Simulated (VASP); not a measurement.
# CaGe2N3 (P3m1) in VASP: notebook

CaGe2N3 is run at these levels: PBE; tasks: single point, relaxation of cell and atoms.

All numbers are computed with VASP 6.6.1; they aren't measurements. Logs are shortened: lines on timing, memory, paths and dates and some standing lists are left out, and cuts for length are marked.

### Step 1. The cell of the first run

Symmetry: P3m1, No. 156, trigonal system. The conventional cell has a = 3.430 Å, b = 3.430 Å, c = 8.527 Å, α = 90.00°, β = 90.00°, γ = 120.00°. Ca (site symmetry 3m) has 4 N at 2.25 to 2.52 Å within 3.0 Å. Ge (site symmetry 3m) has 4 N at 1.98 to 2.03 Å within 2.6 Å. Within 2.3 Å of Ge (site symmetry 3m) lie 4 N at 1.76 to 2.12 Å. Within 2.6 Å of N (site symmetry 3m) lie 4 Ge at 1.98 to 2.12 Å. Within 2.3 Å of N (site symmetry 3m) lie 1 Ge at 1.76 Å and 3 Ca at 2.25 Å. Within 2.7 Å of N (site symmetry 3m) lie 3 Ge at 2.03 Å and 1 Ca at 2.52 Å.

### Step 2. Single point, PBE

Contents of INCAR:

```
SYSTEM = CaGe2N3
  PREC = Accurate
  ENCUT = 520
  EDIFF = 1E-6
  ISMEAR = 0
  SIGMA = 0.2
  LREAL = .FALSE.
  LASPH = .TRUE.
  NELM = 100
  ALGO = Normal
  ISIF = 2
  LWAVE = .FALSE.
  LCHARG = .FALSE.
  GGA = PE
  NBANDS = 36
```

Contents of KPOINTS:

```
Automatic mesh
0
G
  5 5 2
  0 0 0
```

Contents of POSCAR:

```
CaGe2N3
1.0
    3.4302384278      0.0000000000      0.0000000000
   -1.7151192139      2.9706736195      0.0000000000
    0.0000000000      0.0000000000      8.5274536501
Ca Ge N
1 2 3
Direct
    0.3333333333      0.6666666667      0.6634711028
    0.0000000000      0.0000000000      1.0117116678
    0.6666666667      0.3333333333      0.3326507824
    0.0000000000      0.0000000000      0.2442986188
    0.6666666667      0.3333333333      0.5392451211
    0.3333333333      0.6666666667      0.9586226970
```

Potentials or basis: VASP PAW PBE potentials, release 64 (Ca_sv, Ge_d, N).

Started as:

```
$ cat potpaw_PBE.64/Ca_sv/POTCAR potpaw_PBE.64/Ge_d/POTCAR potpaw_PBE.64/N/POTCAR > POTCAR
$ mpirun -np 1 vasp_std > vasp.out
```

OUTCAR:

```text
SYSTEM = CaGe2N3
   PREC = Accurate
   ENCUT = 520
   EDIFF = 1E-6
   ISMEAR = 0
   LREAL = .FALSE.
   LASPH = .TRUE.
   NELM = 100
   ISIF = 2
   GGA = PE

 ion  position               nearest neighbor table
   1  0.333  0.667  0.663-   5 2.25   5 2.25   5 2.25
   2  0.000  0.000  0.012-   4 1.98   6 2.03   6 2.03   6 2.03
   3  0.667  0.333  0.333-   5 1.76   4 2.12   4 2.12   4 2.12
   4  0.000  0.000  0.244-   2 1.98   3 2.12   3 2.12   3 2.12
   5  0.667  0.333  0.539-   3 1.76   1 2.25   1 2.25   1 2.25
   6  0.333  0.667  0.959-   2 2.03   2 2.03   2 2.03

  LATTYP: Found a hexagonal cell.
 ALAT       =     3.4302384278
 C/A-ratio  =     2.4859652848

  Lattice vectors:

 A1 = (   3.4302384278,   0.0000000000,   0.0000000000)
 A2 = (  -1.7151192139,   2.9706736195,   0.0000000000)
 A3 = (   0.0000000000,   0.0000000000,   8.5274536501)

Analysis of symmetry for initial positions (statically):
=====================================================================
 Subroutine PRICEL returns:
 Original cell was already a primitive cell.

 Routine SETGRP: Setting up the symmetry group for a
 hexagonal supercell.

 Subroutine GETGRP returns: Found  6 space group operations
 (whereof  6 operations were pure point group operations)
 out of a pool of 24 trial point group operations.

The static configuration has the point symmetry C_3v.

Analysis of symmetry for dynamics (positions and initial velocities):
=====================================================================
 Subroutine PRICEL returns:
 Original cell was already a primitive cell.

 Routine SETGRP: Setting up the symmetry group for a
 hexagonal supercell.

 Subroutine GETGRP returns: Found  6 space group operations
 (whereof  6 operations were pure point group operations)
 out of a pool of 24 trial point group operations.

The dynamic configuration has the point symmetry C_3v.

 Subroutine INISYM returns: Found  6 space group operations
 (whereof  6 operations are pure point group operations),
 and found     1 'primitive' translations

----------------------------------------------------------------------------------------

                                     Primitive cell

  volume of cell :      86.8958

[... 80 lines left out ...]
   NELM   =    100;   NELMIN=  2; NELMDL= -5     # of ELM steps
   EDIFF  = 0.1E-05   stopping-criterion for ELM
   LREAL  =      F    real-space projection
   EDIFFG = 0.1E-04   stopping-criterion for IOM
   NSW    =      0    number of steps for IOM
   IBRION =     -1    ionic relax: 0-MD 1-quasi-New 2-CG
   NFREE  =      0    steps in history (QN), initial steepest desc. (CG)
   ISIF   =      2    stress and relaxation
   ISYM   =      2    0-nonsym 1-usesym 2-fastsym
   POTIM  = 0.5000    time-step for ionic-motion
   TEBEG  =    0.0;   TEEND  =   0.0 temperature during run
   PSTRESS=    0.0 pullay stress
   NELECT =      53.0000    total number of electrons
   NUPDOWN=      -1.0000    fix difference up-down
   EMIN   =  10.00;   EMAX   =-10.00  energy-range for DOS
   EFERMI =   0.00;   METHOD = LEGACY
   ISMEAR =     0;   SIGMA  =   0.20  broadening in eV -4-tet -1-fermi 0-gaus
   EFERMI_NEDOS =   21; number of points for ismear=-14 and -15
   IALGO  =     38    algorithm
   IMIX   =      4    mixing-type and parameters
     AMIX     =   0.40;   BMIX     =  1.00
     AMIX_MAG =   1.60;   BMIX_MAG =  1.00
  volume/ion in A,a.u.               =      14.48        97.73
  Fermi-wavevector in a.u.,A,eV,Ry     =   1.388355  2.623611 26.225639  1.927530
  Thomas-Fermi vector in A             =   2.512489
   LORBIT       =      0    0 simple, 1 ext, 2 COOP (PROOUT), +10 PAW based schemes
   GGA     = PE    functional components
   LHFCALC =     F    Hartree Fock is set to
   AEXX    =    0.0000 exact exchange contribution
   IVDW    =     0    specifies the selected vdW correction
   LEPSILON=     F    determine dielectric tensor
   LRPA    =     F    only Hartree local field effects (RPA)
 non-spin polarized calculation
 Gauss-broadening in eV      SIGMA  =   0.20
  energy-cutoff  :      520.00
  volume of cell :       86.90
 maximum number of plane-waves:      2366
 NGX is ok and might be reduce to    28
   NGX = 13   NGY = 13   NGZ = 31

 number of electron      53.0000011 magnetization

 Free energy of the ion-electron system (eV)
  ---------------------------------------------------
  ext. energy  EPLUGINS =         0.00000000
  ---------------------------------------------------
  free energy    TOTEN  =       -36.22551243 eV

  energy without entropy =      -36.18645059  energy(sigma->0) =      -36.20598151

 E-fermi :   5.7682     XC(G=0): -10.4903

 val. band max:        5.7283809852   @ k =   0.4000   0.0000   0.0000
 cond. band min:       5.8852001840   @ k =   0.2000   0.0000   0.5000
 fundamental gap:      0.1568191989
 Fermi energy:         5.7682476147

 k-point     1 :       0.0000    0.0000    0.0000
  band No.  band energies     occupation
      1     -34.0433      2.00000
      2     -20.0946      2.00000
      3     -20.0889      2.00000
      4     -20.0889      2.00000
      5     -20.0429      2.00000
      6     -20.0085      2.00000
[... 379 lines left out ...]
     35      12.1086      0.00000
     36      12.2019      0.00000

------------------------ aborting loop because EDIFF is reached ----------------------------------------

  FORCE on cell =-STRESS in cart. coord.  units (eV):
  Direction    XX          YY          ZZ          XY          YZ          ZX
  --------------------------------------------------------------------------------------
  -------------------------------------------------------------------------------------
  Total       -0.0868506     -0.0868506     -0.2145878      0.0000000     -0.0000000      0.0000000
  in kB       -1.6013437     -1.6013437     -3.9565535      0.0000000     -0.0000000      0.0000000
  external PRESSURE =      -2.3864136 kB  Pullay stress =       0.0000000 kB

 VOLUME and BASIS-vectors are now :
 -----------------------------------------------------------------------------
  energy-cutoff  :      520.00
  volume of cell :       86.90
      direct lattice vectors                 reciprocal lattice vectors
     3.430238428  0.000000000  0.000000000     0.291524925  0.168311994  0.000000000
    -1.715119214  2.970673619  0.000000000     0.000000000  0.336623988  0.000000000
     0.000000000  0.000000000  8.527453650     0.000000000  0.000000000  0.117268301

 POSITION                                       TOTAL-FORCE (eV/Angst)
 -----------------------------------------------------------------------------------
     -0.00000      1.98045      5.65772         0.000000     -0.000000      0.033877
      0.00000      0.00000      0.09987         0.000000      0.000000      0.004696
      1.71512      0.99022      2.83666        -0.000000     -0.000000      0.082833
      0.00000      0.00000      2.08325        -0.000000     -0.000000     -0.009192
      1.71512      0.99022      4.59839        -0.000000     -0.000000     -0.112731
     -0.00000      1.98045      8.17461         0.000000      0.000000      0.000517
 -----------------------------------------------------------------------------------
    total drift:                               -0.000001     -0.000001     -0.001165

  FREE ENERGIE OF THE ION-ELECTRON SYSTEM (eV)
  ---------------------------------------------------
  free  energy   TOTEN  =       -36.2255124313 eV

  energy  without entropy=      -36.1864505906  energy(sigma->0) =      -36.20598151
```

stdout:

```text
POSCAR found type information on POSCAR CaGeN
 POSCAR found :  3 types and       6 ions
 scaLAPACK will be used
 LDA part: xc-table for (Slater+PW92), standard interpolation
 POSCAR, INCAR and KPOINTS ok, starting setup
 FFT: planning ... GRIDC
 FFT: planning ... GRID_SOFT
 FFT: planning ... GRID
 WAVECAR not read
 entering main loop
```

It took 26 s on 1 thread of Intel Xeon Platinum 8559C (Emerald Rapids), shared host; peak memory 0.21 GiB.

What came out:

```yaml
Free_energy: -36.2255 eV
Pressure: -0.2 GPa
Largest_force: 0.113 eV/Å
```

Forces on the atoms (eV/Å):
```
Ca   0.000  0.000  0.034
Ge   0.000  0.000  0.005
Ge   0.000  0.000  0.083
N    0.000  0.000 -0.009
N    0.000  0.000 -0.113
N    0.000  0.000  0.001
```

Levels at points of the mesh, in eV from the Fermi level:
| k point | band 24 | band 25 | band 26 | band 27 | band 28 | band 29 | band 30 | band 31 |
| --- | --- | --- | --- | --- | --- | --- | --- | --- |
| (0.00, 0.00, 0.00) | -3.12 | -2.52 | -1.86 | -1.86 | -0.93 | 2.91 | 4.06 | 4.06 |
| (0.00, 0.00, 0.50) | -3.56 | -1.87 | -1.84 | -1.84 | -1.06 | 2.42 | 4.19 | 4.19 |

Caveat: the k points lie up to 0.42 Å⁻¹ apart.

### Step 3. Relaxation of cell and atoms, PBE

This run uses another cell than the first one, of 19.44 Å³/atom, 1.342 times its volume.

Contents of INCAR:

```
SYSTEM = CaGe2N3
  PREC = Accurate
  ENCUT = 600
  EDIFF = 1E-7
  ISMEAR = 0
  SIGMA = 0.2
  LREAL = .FALSE.
  LASPH = .TRUE.
  NELM = 80
  ALGO = Normal
  ISIF = 3
  LWAVE = .FALSE.
  LCHARG = .FALSE.
  GGA = PE
  IBRION = 2
  NSW = 36
  EDIFFG = -0.08
```

Contents of KPOINTS:

```
regular mesh
0
G
  5 5 2
  0 0 0
```

Contents of POSCAR:

```
CaGe2N3
1.0
    3.8122918400      0.0000000000      0.0000000000
   -1.9061459200      3.3015415800      0.0000000000
    0.0000000000      0.0000000000      9.2647560300
Ca Ge N
1 2 3
Direct
    0.3333333300      0.6666666700      0.6641085700
    0.0000000000      0.0000000000      0.9968616400
    0.6666666700      0.3333333300      0.3376419500
    0.0000000000      0.0000000000      0.2503703200
    0.6666666700      0.3333333300      0.5920876900
    0.3333333300      0.6666666700      0.9089298200
```

Potentials or basis: VASP PAW PBE potentials, release 64 (Ca_sv, Ge_d, N).

Started as:

```
$ cat potpaw_PBE.64/Ca_sv/POTCAR potpaw_PBE.64/Ge_d/POTCAR potpaw_PBE.64/N/POTCAR > POTCAR
$ mpirun -np 1 vasp_std > vasp.out
```

OUTCAR:

```text
SYSTEM = CaGe2N3
   PREC = Accurate
   ENCUT = 600
   EDIFF = 1E-7
   ISMEAR = 0
   LREAL = .FALSE.
   LASPH = .TRUE.
   NELM = 80
   ISIF = 3
   GGA = PE
   IBRION = 2
   NSW = 36
   EDIFFG = -0.08

 ion  position               nearest neighbor table
   1  0.333  0.667  0.664-   6 2.27   5 2.30   5 2.30   5 2.30
   2  0.000  0.000  0.997-   6 2.35   6 2.35   6 2.35   4 2.35
   3  0.667  0.333  0.338-   4 2.34   4 2.34   4 2.34
   4  0.000  0.000  0.250-   3 2.34   3 2.34   3 2.34   2 2.35
   5  0.667  0.333  0.592-   1 2.30   1 2.30   1 2.30
   6  0.333  0.667  0.909-   1 2.27   2 2.35   2 2.35   2 2.35

  LATTYP: Found a hexagonal cell.
 ALAT       =     3.8122918400
 C/A-ratio  =     2.4302326314

  Lattice vectors:

 A1 = (   3.8122918400,   0.0000000000,   0.0000000000)
 A2 = (  -1.9061459200,   3.3015415800,   0.0000000000)
 A3 = (   0.0000000000,   0.0000000000,   9.2647560300)

Analysis of symmetry for initial positions (statically):
=====================================================================
 Subroutine PRICEL returns:
 Original cell was already a primitive cell.

 Routine SETGRP: Setting up the symmetry group for a
 hexagonal supercell.

 Subroutine GETGRP returns: Found  6 space group operations
 (whereof  6 operations were pure point group operations)
 out of a pool of 24 trial point group operations.

The static configuration has the point symmetry C_3v.

Analysis of symmetry for dynamics (positions and initial velocities):
=====================================================================
 Subroutine PRICEL returns:
 Original cell was already a primitive cell.

 Routine SETGRP: Setting up the symmetry group for a
 hexagonal supercell.

 Subroutine GETGRP returns: Found  6 space group operations
 (whereof  6 operations were pure point group operations)
 out of a pool of 24 trial point group operations.

The dynamic configuration has the point symmetry C_3v.

 Subroutine INISYM returns: Found  6 space group operations
 (whereof  6 operations are pure point group operations),
 and found     1 'primitive' translations

----------------------------------------------------------------------------------------

                                     Primitive cell
[... 104 lines left out ...]
     AMIX_MAG =   1.60;   BMIX_MAG =  1.00
  volume/ion in A,a.u.               =      19.44       131.15
  Fermi-wavevector in a.u.,A,eV,Ry     =   1.258697  2.378592 21.555953  1.584318
  Thomas-Fermi vector in A             =   2.392294
   LORBIT       =      0    0 simple, 1 ext, 2 COOP (PROOUT), +10 PAW based schemes
   GGA     = PE    functional components
   LHFCALC =     F    Hartree Fock is set to
   AEXX    =    0.0000 exact exchange contribution
   IVDW    =     0    specifies the selected vdW correction
   LEPSILON=     F    determine dielectric tensor
   LRPA    =     F    only Hartree local field effects (RPA)
 conjugate gradient relaxation of ions
 non-spin polarized calculation
 Gauss-broadening in eV      SIGMA  =   0.20
  energy-cutoff  :      600.00
  volume of cell :      116.61
 maximum number of plane-waves:      3905
   NGX = 15   NGY = 15   NGZ = 37

--------------------------------------- Ionic step        1  -------------------------------------------

 number of electron      53.0000003 magnetization

 Free energy of the ion-electron system (eV)
  ---------------------------------------------------
  ext. energy  EPLUGINS =         0.00000000
  ---------------------------------------------------
  free energy    TOTEN  =       -32.52925751 eV

  energy without entropy =      -32.45363107  energy(sigma->0) =      -32.49144429

 E-fermi :   2.2583     XC(G=0):  -9.1406

 val. band max:        2.1570806910   @ k =   0.4000   0.0000   0.0000
 cond. band min:       2.2622542990   @ k =   0.2000  -0.0000   0.5000
 fundamental gap:      0.1051736080
 Fermi energy:         2.2583377007

 k-point     1 :       0.0000    0.0000    0.0000
  band No.  band energies     occupation
      1     -35.8506      2.00000
      2     -22.8908      2.00000
      3     -22.8855      2.00000
      4     -22.8855      2.00000
      5     -22.8799      2.00000
      6     -22.8799      2.00000
[... 442 lines left out ...]
  FREE ENERGIE OF THE ION-ELECTRON SYSTEM (eV)
  ---------------------------------------------------
  free  energy   TOTEN  =       -35.3992647514 eV

  energy  without entropy=      -35.3627849246  energy(sigma->0) =      -35.38102484

[... ionic steps 4 to 10 ...]

--------------------------------------- Ionic step       11  -------------------------------------------

 number of electron      53.0000009 magnetization

------------------------ aborting loop because EDIFF is reached ----------------------------------------
[... 75 lines left out ...]
--------------------------------------- Ionic step       13  -------------------------------------------

 number of electron      53.0000005 magnetization

 Free energy of the ion-electron system (eV)
  ---------------------------------------------------
  ext. energy  EPLUGINS =         0.00000000
  ---------------------------------------------------
  free energy    TOTEN  =       -36.26250044 eV

  energy without entropy =      -36.22629757  energy(sigma->0) =      -36.24439900

 E-fermi :   5.7956     XC(G=0): -10.5224

 val. band max:        5.7446659563   @ k =   0.4000   0.0000   0.0000
 cond. band min:       5.9362371017   @ k =   0.2000  -0.0000   0.5000
 fundamental gap:      0.1915711454
 Fermi energy:         5.7956183249

 k-point     1 :       0.0000    0.0000    0.0000
  band No.  band energies     occupation
      1     -33.9861      2.00000
      2     -20.0681      2.00000
      3     -20.0575      2.00000
      4     -20.0575      2.00000
      5     -19.9851      2.00000
      6     -19.9516      2.00000
[... 362 lines left out ...]
  FREE ENERGIE OF THE ION-ELECTRON SYSTEM (eV)
  ---------------------------------------------------
  free  energy   TOTEN  =       -36.2625004352 eV

  energy  without entropy=      -36.2262975714  energy(sigma->0) =      -36.24439900

 reached required accuracy - stopping structural energy minimisation
```

OSZICAR:

```text
N       E                     dE             d eps       ncg     rms          rms(c)
DAV:   1     0.610918932481E+03    0.61092E+03   -0.28223E+04   730   0.356E+03
DAV:   2     0.804338056605E+02   -0.53049E+03   -0.52021E+03   620   0.937E+02
DAV:   3    -0.310340873624E+02   -0.11147E+03   -0.10989E+03   864   0.231E+02
[... 169 lines left out ...]
DAV:   7    -0.362625016016E+02    0.86458E-05   -0.33295E-05   826   0.819E-02    0.715E-03
DAV:   8    -0.362625009319E+02    0.66971E-06   -0.72498E-06   932   0.417E-02    0.392E-03
DAV:   9    -0.362625006133E+02    0.31861E-06   -0.12116E-06   765   0.967E-03    0.164E-03
DAV:  10    -0.362625003898E+02    0.22347E-06   -0.22460E-07   439   0.925E-03    0.662E-04
DAV:  11    -0.362625004352E+02   -0.45428E-07   -0.92905E-08   331   0.395E-03
  13 F= -.36262500E+02 E0= -.36244399E+02  d E =-.218986E-02
```

Run time: 6.7 min. Hardware: 1 thread of Intel Xeon Platinum 8559C (Emerald Rapids), shared host; peak memory 0.28 GiB.

Results:

```
Free energy                            : -36.2625 eV
Relaxed volume                         : 14.40 Å³/atom
Relaxed cell                           : a = 3.429 Å, b = 3.429 Å, c = 8.486 Å, α = 90.00°, β = 90.00°, γ = 120.00°
Space group after relaxing (to 0.05 Å) : P3m1 (No. 156)
Energy gained by relaxing              : 622.2 meV/atom
Ionic steps                            : 13
Pressure after relaxing                : 0.1 GPa
Largest force after relaxing           : 0.074 eV/Å
```

Forces on the atoms (eV/Å):
```
Ca   0.000  0.000 -0.055
Ge   0.000  0.000  0.074
Ge   0.000  0.000 -0.042
N    0.000  0.000  0.027
N    0.000  0.000  0.011
N    0.000  0.000 -0.015
```

Stress tensor (GPa, compression positive):
```
-0.07  0.00  0.00
 0.00 -0.07  0.00
 0.00  0.00  0.48
```

The path:
| step | energy change (eV) | largest force (eV/Å) | pressure (GPa) | volume (Å³) |
| --- | --- | --- | --- | --- |
| 1 | 0.0000 | 2.9773 | -13.41 | 116.61 |
| 2 | -2.6550 | 4.2610 | -2.56 | 91.24 |
| 3 | -2.8700 | 3.2172 | 7.43 | 83.36 |
| 4 | -2.8792 | 3.4605 | 5.76 | 84.44 |
| 5 | -2.8083 | 9.7755 | 10.04 | 84.35 |
| 6 | -3.2125 | 3.5513 | 6.55 | 84.39 |
| 7 | -3.6388 | 0.7999 | -2.24 | 88.89 |
| 8 | -3.6427 | 0.8336 | -2.99 | 89.35 |
| 9 | -3.7053 | 0.5432 | -1.43 | 87.63 |
| 10 | -3.7257 | 0.4841 | 0.11 | 86.11 |
| 11 | -3.7267 | 0.5510 | 1.07 | 85.86 |
| 12 | -3.7311 | 0.1150 | 0.60 | 85.98 |
| 13 | -3.7332 | 0.0741 | 0.12 | 86.40 |

Final structure:
```
CELL_PARAMETERS angstrom
3.42873 0.00000 0.00000
-1.71436 2.96937 0.00000
0.00000 0.00000 8.48622
ATOMIC_POSITIONS crystal
Ca 0.33333 0.66667 0.66525
Ge 0.00000 0.00000 0.00994
Ge 0.66667 0.33333 0.33279
N 0.00000 0.00000 0.24352
N 0.66667 0.33333 0.53962
N 0.33333 0.66667 0.95888
```

Levels at points of the mesh, in eV from the Fermi level:
| k point | band 23 | band 24 | band 25 | band 26 | band 27 | band 28 | band 29 | band 30 | band 31 |
| --- | --- | --- | --- | --- | --- | --- | --- | --- | --- |
| (0.00, 0.00, 0.00) | -3.54 | -3.13 | -2.50 | -1.84 | -1.84 | -0.88 | 2.95 | 4.07 | 4.07 |
| (0.00, 0.00, 0.50) | -3.57 | -3.57 | -1.84 | -1.82 | -1.82 | -1.01 | 2.44 | 4.19 | 4.19 |

Caveat: the k points lie up to 0.42 Å⁻¹ apart in the final cell; the volume moved by over 15 % at a fixed basis, so the end points are rough; the relaxation stopped at a loose force limit of 0.08 eV/Å, so its end isn't a converged minimum.

[end of part 1 of 2]
